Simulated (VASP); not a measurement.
# RbCl in VASP: a series of runs, part 2 of 2

VASP 6.6.1.

## (4) Single point, PBE

This run uses another cell than the first one, of 71.14 Å³/atom, 1.431 times its volume.

Contents of INCAR:

```
SYSTEM = RbCl
PREC     = Accurate       ! precision mode
ENCUT    = 400            ! plane-wave cutoff, eV
EDIFF    = 1E-6           ! SCF threshold, eV
ISMEAR   = 0              ! smearing method
SIGMA    = 0.15           ! smearing width, eV
LREAL    = .False.        ! projectors in reciprocal space
LASPH    = .True.         ! aspherical terms in the spheres
NELM     = 120            ! most SCF steps
ALGO     = Normal         ! electronic algorithm
ISIF     = 2              ! what is computed and relaxed
LWAVE    = .False.        ! write WAVECAR
LCHARG   = .False.        ! write CHGCAR
LDIPOL   = .True.       
IDIPOL   = 3            
DIPOL    = 0.5 0.5 0.500
GGA      = PE             ! functional
NBANDS   = 24             ! bands
GGA_COMPAT= .False.      
NELMDL   = -8
```

Contents of KPOINTS:

```
Automatic mesh
0
Gamma
  4 4 1
  0 0 0
```

Contents of POSCAR:

```
RbCl
1.0
    4.6301352032      0.0000000000      0.0000000000
    0.0000000000      4.6301352032      0.0000000000
    0.0000000000      0.0000000000     13.2740000000
Rb Cl
2 2
Direct
    0.0000000000      0.0000000000      0.3766762091
    0.5000000000      0.5000000000      0.6233237909
    0.5000000000      0.5000000000      0.3766762091
    0.0000000000      0.0000000000      0.6233237909
```

Potentials or basis: VASP PAW PBE potentials, release 64 (Rb_sv, Cl).

On the command line:

```sh
$ cat potpaw_PBE.64/Rb_sv/POTCAR potpaw_PBE.64/Cl/POTCAR > POTCAR
$ mpirun -np 1 vasp_std > vasp.out
```

OUTCAR:

```text
SYSTEM = RbCl
   PREC = Accurate
   ENCUT = 400
   EDIFF = 1E-6
   ISMEAR = 0
   LREAL = .False.
   LASPH = .True.
   NELM = 120
   ISIF = 2
   GGA = PE
   NELMDL = -8

 ion  position               nearest neighbor table
   1  0.000  0.000  0.377-   3 3.27   3 3.27   3 3.27   3 3.27   4 3.27   2 4.63   2 4.63   2 4.63
                             2 4.63
   2  0.500  0.500  0.623-   4 3.27   4 3.27   4 3.27   4 3.27   3 3.27   1 4.63   1 4.63   1 4.63
                             1 4.63
   3  0.500  0.500  0.377-   1 3.27   1 3.27   1 3.27   1 3.27   2 3.27
   4  0.000  0.000  0.623-   2 3.27   2 3.27   2 3.27   2 3.27   1 3.27

  LATTYP: Found a simple tetragonal cell.
 ALAT       =     4.6301352032
 C/A-ratio  =     2.8668709265

  Lattice vectors:

 A1 = (   4.6301352032,   0.0000000000,   0.0000000000)
 A2 = (   0.0000000000,   4.6301352032,   0.0000000000)
 A3 = (   0.0000000000,   0.0000000000,  13.2740000000)

Analysis of symmetry for initial positions (statically):
=====================================================================
 Subroutine PRICEL returns:
[... 166 lines left out ...]
 fundamental gap:      4.6706879702
 Fermi energy:        -3.1324694221

 k-point     1 :       0.0000    0.0000    0.0000
  band No.  band energies     occupation
      1     -28.0783      2.00000
      2     -28.0678      2.00000
      3     -15.8126      2.00000
      4     -15.7852      2.00000
      5     -12.3089      2.00000
      6     -12.1808      2.00000
[... 151 lines left out ...]
     23       4.9829      0.00000
     24       4.9829      0.00000

------------------------ aborting loop because EDIFF is reached ----------------------------------------

 vacuum level on the upper side and lower side of the slab       (xc-potential included)        -0.298        -0.298

  FORCE on cell =-STRESS in cart. coord.  units (eV):
  Direction    XX          YY          ZZ          XY          YZ          ZX
  --------------------------------------------------------------------------------------
  -------------------------------------------------------------------------------------
  Total        0.2334962      0.2334962      0.1878912      0.0000000     -0.0000000     -0.0000000
  in kB        1.3146229      1.3146229      1.0578593      0.0000000     -0.0000000     -0.0000000
  external PRESSURE =       1.2290351 kB  Pullay stress =       0.0000000 kB

 VOLUME and BASIS-vectors are now :
 -----------------------------------------------------------------------------
  energy-cutoff  :      400.00
  volume of cell :      284.57
      direct lattice vectors                 reciprocal lattice vectors
     4.630135203  0.000000000  0.000000000     0.215976415  0.000000000  0.000000000
     0.000000000  4.630135203  0.000000000     0.000000000  0.215976415  0.000000000
     0.000000000  0.000000000 13.274000000     0.000000000  0.000000000  0.075335242

 POSITION                                       TOTAL-FORCE (eV/Angst)
 -----------------------------------------------------------------------------------
      0.00000      0.00000      5.00000        -0.000000     -0.000000     -0.022576
      2.31507      2.31507      8.27400         0.000000      0.000000      0.022576
      2.31507      2.31507      5.00000         0.000000     -0.000000     -0.045166
      0.00000      0.00000      8.27400         0.000000      0.000000      0.045166
 -----------------------------------------------------------------------------------
    total drift:                                0.000000      0.000000      0.000000

  FREE ENERGIE OF THE ION-ELECTRON SYSTEM (eV)
  ---------------------------------------------------
  free  energy   TOTEN  =       -13.0721906228 eV

  energy  without entropy=      -13.0721906228  energy(sigma->0) =      -13.07219062

 vacuum level on the upper side and lower side of the slab         1.819         1.819
```

It took 47 s on 1 thread of Intel Xeon Platinum 8259CL at 2.50GHz (Skylake/Cascade Lake), shared host; peak memory 0.26 GiB.

Results:

```
Free energy            : -13.0722 eV
Largest force          : 0.045 eV/Å
Band gap on the k mesh : 4.67 eV, direct
```

Forces in eV/Å, atoms in the order of the input:
```
Rb   0.000  0.000 -0.023
Rb   0.000  0.000  0.023
Cl   0.000  0.000 -0.045
Cl   0.000  0.000  0.045
```

## (5) Single point, PBE

This run uses another cell than the first one, of 87.22 Å³/atom, 1.755 times its volume.

Contents of INCAR:

```
PREC = Accurate ; ENCUT = 400
EDIFF = 1E-6 ; ISMEAR = 0
SIGMA = 0.15 ; LREAL = False
LASPH = True ; NELM = 120
ALGO = Normal ; ISIF = 2
LWAVE = False ; LCHARG = True
LDIPOL = True ; IDIPOL = 3
DIPOL = 0.5 0.5 0.500 ; GGA = PE
LELF = True ; LVHAR = True
LVACPOTAV = True ; NBANDS = 24
GGA_COMPAT = False ; NELMDL = -8
```

Contents of KPOINTS:

```
Automatic mesh
0
Gamma
  4 4 1
```

Contents of POSCAR:

```
RbCl
1.0
    4.6301352032      0.0000000000      0.0000000000
    0.0000000000      4.6301352032      0.0000000000
    0.0000000000      0.0000000000     16.2740000000
Rb Cl
2 2
Direct
    0.0000000000      0.0000000000      0.3994101020
    0.5000000000      0.5000000000      0.6005898980
    0.5000000000      0.5000000000      0.3994101020
    0.0000000000      0.0000000000      0.6005898980
```

On the command line:

```sh
$ cat potpaw_PBE.64/Rb_sv/POTCAR potpaw_PBE.64/Cl/POTCAR > POTCAR
$ mpirun -np 1 vasp_std > vasp.out
```

Run time: 62 s. Hardware: 1 thread of Intel Xeon Platinum 8259CL at 2.50GHz (Skylake/Cascade Lake), shared host; peak memory 0.29 GiB.

The run converged. Its results:

| Quantity | Value |
| --- | --- |
| Free energy | -13.0721 eV |
| Largest force | 0.045 eV/Å |
| Band gap on the k mesh | 4.74 eV, direct |

Forces on the atoms (eV/Å):
```
Rb   0.000  0.000 -0.022
Rb   0.000  0.000  0.022
Cl   0.000  0.000 -0.045
Cl   0.000  0.000  0.045
```

Levels at points of the mesh, in eV from the valence-band top:
```csv
k point,band 12,band 13,band 14,band 15,band 16,band 17,band 18,band 19,band 20,band 21
"(0.00, 0.00, 0.00)",-0.18,-0.06,-0.06,0.00,0.00,4.74,5.38,6.08,6.40,7.25
"(0.50, 0.00, 0.00)",-0.72,-0.31,-0.31,-0.21,-0.21,6.61,6.61,7.03,7.03,7.70
"(0.50, 0.50, 0.00)",-0.26,-0.16,-0.16,-0.14,-0.14,6.61,6.61,7.73,7.73,7.89
```

## (6) Single point, PBE

This run uses another cell than the first one, of 103.30 Å³/atom, 2.078 times its volume.

Contents of INCAR:

```
PREC = Accurate
ENCUT = 400
EDIFF = 1E-6
ISMEAR = 0
SIGMA = 0.15
LREAL = False
LASPH = True
NELM = 120
ALGO = Normal
ISIF = 2
LWAVE = False
LCHARG = False
LDIPOL = True
IDIPOL = 3
DIPOL = 0.5 0.5 0.500
GGA = PE
NBANDS = 24
GGA_COMPAT = False
NELMDL = -8
```

Contents of KPOINTS:

```
regular mesh
0
Gamma
  4 4 1
```

Contents of POSCAR:

```
RbCl
1.0
    4.6301352032      0.0000000000      0.0000000000
    0.0000000000      4.6301352032      0.0000000000
    0.0000000000      0.0000000000     19.2740000000
Rb Cl
2 2
Direct
    0.0000000000      0.0000000000      0.4150669295
    0.5000000000      0.5000000000      0.5849330705
    0.5000000000      0.5000000000      0.4150669295
    0.0000000000      0.0000000000      0.5849330705
```

Potentials or basis: VASP PAW PBE potentials, release 64 (Rb_sv, Cl).

On the command line:

```sh
$ cat potpaw_PBE.64/Rb_sv/POTCAR potpaw_PBE.64/Cl/POTCAR > POTCAR
$ mpirun -np 1 vasp_std > vasp.out
```

OUTCAR:

```text
PREC = Accurate
   ENCUT = 400
   EDIFF = 1E-6
   ISMEAR = 0
   LREAL = False
   LASPH = True
   NELM = 120
   ISIF = 2
   GGA = PE
   NELMDL = -8

 ion  position               nearest neighbor table
   1  0.000  0.000  0.415-   3 3.27   3 3.27   3 3.27   3 3.27   4 3.27   2 4.63   2 4.63   2 4.63
                             2 4.63
   2  0.500  0.500  0.585-   4 3.27   4 3.27   4 3.27   4 3.27   3 3.27   1 4.63   1 4.63   1 4.63
                             1 4.63
   3  0.500  0.500  0.415-   1 3.27   1 3.27   1 3.27   1 3.27   2 3.27
   4  0.000  0.000  0.585-   2 3.27   2 3.27   2 3.27   2 3.27   1 3.27

  LATTYP: Found a simple tetragonal cell.
 ALAT       =     4.6301352032
 C/A-ratio  =     4.1627294138

  Lattice vectors:

 A1 = (   4.6301352032,   0.0000000000,   0.0000000000)
 A2 = (   0.0000000000,   4.6301352032,   0.0000000000)
 A3 = (   0.0000000000,   0.0000000000,  19.2740000000)

Analysis of symmetry for initial positions (statically):
=====================================================================
 Subroutine PRICEL returns:
 Original cell was already a primitive cell.

 Routine SETGRP: Setting up the symmetry group for a
 simple tetragonal supercell.

 Subroutine GETGRP returns: Found 16 space group operations
 (whereof  8 operations were pure point group operations)
 out of a pool of 16 trial point group operations.

The static configuration has the point symmetry C_4v.
 The point group associated with its full space group is D_4h.

Analysis of symmetry for dynamics (positions and initial velocities):
=====================================================================
 Subroutine PRICEL returns:
 Original cell was already a primitive cell.

 Routine SETGRP: Setting up the symmetry group for a
 simple tetragonal supercell.

 Subroutine GETGRP returns: Found 16 space group operations
 (whereof  8 operations were pure point group operations)
 out of a pool of 16 trial point group operations.

The dynamic configuration has the point symmetry C_4v.
 The point group associated with its full space group is D_4h.

 Subroutine INISYM returns: Found 16 space group operations
 (whereof  8 operations are pure point group operations),
 and found     1 'primitive' translations

----------------------------------------------------------------------------------------

                                     Primitive cell

  volume of cell :     413.1989

  direct lattice vectors                    reciprocal lattice vectors
     4.630135203  0.000000000  0.000000000     0.215976415  0.000000000  0.000000000
     0.000000000  4.630135203  0.000000000     0.000000000  0.215976415  0.000000000
     0.000000000  0.000000000 19.274000000     0.000000000  0.000000000  0.051883366

  length of vectors
     4.630135203  4.630135203 19.274000000     0.215976415  0.215976415  0.051883366

  position of ions in fractional coordinates (direct lattice)
     0.000000000  0.000000000  0.415066930
     0.500000000  0.500000000  0.584933070
     0.500000000  0.500000000  0.415066930
     0.000000000  0.000000000  0.584933070

  ion indices of the primitive-cell ions
   primitive index   ion index
                 1           1
                 2           2
                 3           3
                 4           4

----------------------------------------------------------------------------------------

 KPOINTS: regular mesh
[... 31 lines left out ...]
   k-points           NKPTS =      6   k-points in BZ     NKDIM =      6   number of bands    NBANDS=     24
   number of dos      NEDOS =    301   number of ions     NIONS =      4
   total plane-waves  NPLWV = 113400
   dimension x,y,z NGX =    30 NGY =   30 NGZ =  126
   dimension x,y,z NGXF=    60 NGYF=   60 NGZF=  252
   ions per type =               2   2
   NGX,Y,Z   is equivalent  to a cutoff of  10.77, 10.77, 10.87 a.u.
   NGXF,Y,Z  is equivalent  to a cutoff of  21.54, 21.54, 21.74 a.u.
 SYSTEM =  unknown system
   PREC   = accura    normal or accurate (medium, high low for compatibility)
   ISTART =      0    job   : 0-new  1-cont  2-samecut
   ICHARG =      2    charge: 1-file 2-atom 10-const
   ISPIN  =      1    spin polarized calculation?
   LNONCOLLINEAR =      F non collinear calculations
   LSORBIT =      F    spin-orbit coupling
   LASPH  =      T    aspherical Exc in radial PAW
   ENCUT  =  400.0 eV  29.40 Ry    5.42 a.u.   7.55  7.55 31.43*2*pi/ulx,y,z
   NELM   =    120;   NELMIN=  2; NELMDL= -8     # of ELM steps
   EDIFF  = 0.1E-05   stopping-criterion for ELM
   LREAL  =      F    real-space projection
   EDIFFG = 0.1E-04   stopping-criterion for IOM
   NSW    =      0    number of steps for IOM
   IBRION =     -1    ionic relax: 0-MD 1-quasi-New 2-CG
   NFREE  =      0    steps in history (QN), initial steepest desc. (CG)
   ISIF   =      2    stress and relaxation
   ISYM   =      2    0-nonsym 1-usesym 2-fastsym
   POTIM  = 0.5000    time-step for ionic-motion
   TEBEG  =    0.0;   TEEND  =   0.0 temperature during run
   PSTRESS=    0.0 pullay stress
   NELECT =      32.0000    total number of electrons
   NUPDOWN=      -1.0000    fix difference up-down
   EMIN   =  10.00;   EMAX   =-10.00  energy-range for DOS
   EFERMI =   0.00;   METHOD = LEGACY
   ISMEAR =     0;   SIGMA  =   0.15  broadening in eV -4-tet -1-fermi 0-gaus
   EFERMI_NEDOS =   21; number of points for ismear=-14 and -15
   IALGO  =     38    algorithm
   IMIX   =      4    mixing-type and parameters
     AMIX     =   0.40;   BMIX     =  1.00
     AMIX_MAG =   1.60;   BMIX_MAG =  1.00
  volume/ion in A,a.u.               =     103.30       697.10
  Fermi-wavevector in a.u.,A,eV,Ry     =   0.697812  1.318673  6.625242  0.486942
  Thomas-Fermi vector in A             =   1.781243
   LORBIT       =      0    0 simple, 1 ext, 2 COOP (PROOUT), +10 PAW based schemes
   GGA     = PE    functional components
   LHFCALC =     F    Hartree Fock is set to
   AEXX    =    0.0000 exact exchange contribution
   IVDW    =     0    specifies the selected vdW correction
   LEPSILON=     F    determine dielectric tensor
   LRPA    =     F    only Hartree local field effects (RPA)
 non-spin polarized calculation
 Gauss-broadening in eV      SIGMA  =   0.15
  energy-cutoff  :      400.00
  volume of cell :      413.20
 maximum number of plane-waves:      7559
   NGX = 15   NGY = 15   NGZ = 63

 dipolmoment           0.000000      0.000000      0.000000 electrons x Angstroem

 number of electron      31.9999995 magnetization

 dipolmoment           0.000000      0.000000     -0.000000 electrons x Angstroem

 Free energy of the ion-electron system (eV)
  ---------------------------------------------------
  ext. energy  EPLUGINS =         0.00000000
  ---------------------------------------------------
  free energy    TOTEN  =       -13.07200000 eV

  energy without entropy =      -13.07200000  energy(sigma->0) =      -13.07200000

 E-fermi :  -3.7721     XC(G=0):  -2.9845

 val. band max:       -4.5176237667   @ k =   0.0000   0.0000   0.0000
 cond. band min:       0.2395277576   @ k =   0.0000   0.0000   0.0000
 fundamental gap:      4.7571515242
 Fermi energy:        -3.7720879959

 k-point     1 :       0.0000    0.0000    0.0000
  band No.  band energies     occupation
      1     -28.7325      2.00000
      2     -28.7220      2.00000
      3     -16.4669      2.00000
      4     -16.4395      2.00000
      5     -12.9631      2.00000
      6     -12.8350      2.00000
[... 151 lines left out ...]
     23       4.2523      0.00000
     24       4.2523      0.00000

------------------------ aborting loop because EDIFF is reached ----------------------------------------

 vacuum level on the upper side and lower side of the slab       (xc-potential included)        -0.135        -0.135

  FORCE on cell =-STRESS in cart. coord.  units (eV):
  Direction    XX          YY          ZZ          XY          YZ          ZX
  --------------------------------------------------------------------------------------
  -------------------------------------------------------------------------------------
  Total        0.2343412      0.2343412      0.1884455      0.0000000      0.0000000      0.0000000
  in kB        0.9086571      0.9086571      0.7306968      0.0000000      0.0000000      0.0000000
  external PRESSURE =       0.8493370 kB  Pullay stress =       0.0000000 kB

 VOLUME and BASIS-vectors are now :
 -----------------------------------------------------------------------------
  energy-cutoff  :      400.00
  volume of cell :      413.20
      direct lattice vectors                 reciprocal lattice vectors
     4.630135203  0.000000000  0.000000000     0.215976415  0.000000000  0.000000000
     0.000000000  4.630135203  0.000000000     0.000000000  0.215976415  0.000000000
     0.000000000  0.000000000 19.274000000     0.000000000  0.000000000  0.051883366

 POSITION                                       TOTAL-FORCE (eV/Angst)
 -----------------------------------------------------------------------------------
      0.00000      0.00000      8.00000         0.000000     -0.000000     -0.022357
      2.31507      2.31507     11.27400         0.000000      0.000000      0.022357
      2.31507      2.31507      8.00000        -0.000000      0.000000     -0.045444
      0.00000      0.00000     11.27400         0.000000     -0.000000      0.045444
 -----------------------------------------------------------------------------------
    total drift:                                0.000000      0.000000      0.000000

  FREE ENERGIE OF THE ION-ELECTRON SYSTEM (eV)
  ---------------------------------------------------
  free  energy   TOTEN  =       -13.0719999975 eV

  energy  without entropy=      -13.0719999975  energy(sigma->0) =      -13.07200000

 vacuum level on the upper side and lower side of the slab         1.371         1.371
```

Run time: 71 s. Hardware: 1 thread of Intel Xeon Platinum 8259CL at 2.50GHz (Skylake/Cascade Lake), shared host; peak memory 0.32 GiB.

Results:

```
Free energy            : -13.0720 eV
Largest force          : 0.045 eV/Å
Band gap on the k mesh : 4.76 eV, direct
```

Forces in eV/Å, atoms in the order of the input:
```
Rb   0.000  0.000 -0.022
Rb   0.000  0.000  0.022
Cl   0.000  0.000 -0.045
Cl   0.000  0.000  0.045
```

## (7) Overview

```csv
cell,gap on the mesh (eV),largest force (eV/Å)
"a = 4.630, b = 4.630, c = 9.274 Å, 4 atoms",4.38,0.06
"a = 4.630, b = 4.630, c = 11.274 Å, 4 atoms",4.54,0.05
"a = 4.630, b = 4.630, c = 13.274 Å, 4 atoms",4.67,0.05
"a = 4.630, b = 4.630, c = 16.274 Å, 4 atoms",4.74,0.04
"a = 4.630, b = 4.630, c = 19.274 Å, 4 atoms",4.76,0.05
```

Alike in all rows: task single point; level PBE; potentials or basis VASP PAW PBE potentials, release 64 (Rb_sv, Cl); no spin polarisation; k mesh 4 × 4 × 1; cutoff (eV) 400; smearing gaussian 0.15 eV.

Absolute energies hang on the potentials; compare differences alone.
